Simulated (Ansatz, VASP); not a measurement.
## CsAs in VASP and in Ansatz

```
CELL_PARAMETERS angstrom
4.29494 0.00000 0.00000
0.00000 4.29494 0.00000
0.00000 0.00000 4.29494
ATOMIC_POSITIONS crystal
Cs 0.00000 0.00000 0.00000
As 0.50000 0.50000 0.50000
```

Alike in both runs: functional PBE; k mesh 14 × 14 × 14; occupations gaussian, width 0.1 eV; no spin polarisation.

Ansatz relaxed the structure, and its values are those at the end. VASP's run is a single point on that final structure, the one shown.

|  | VASP | Ansatz |
| --- | --- | --- |
| version | VASP 6.6.1 | Ansatz 0.2.0 |
| potentials or method | VASP PAW PBE potentials, release 64 (Cs_sv, As), cutoff 520 eV | scalar-relativistic, plane waves, PAW |
| valence electrons in the cell | 14 | 24 |

```tsv
	VASP	Ansatz	Ansatz less VASP
gap on the k mesh at the Fermi level (eV)	none	none	-
pressure (GPa)	0.1	0.0	-0.05
```

A gap of «none» marks a metal or a gap that the smearing closes. VASP's potentials hold 14 valence electrons a cell and Ansatz's 24, so a difference there can come from the potentials and not from the codes.

Spin-orbit coupling is off throughout.
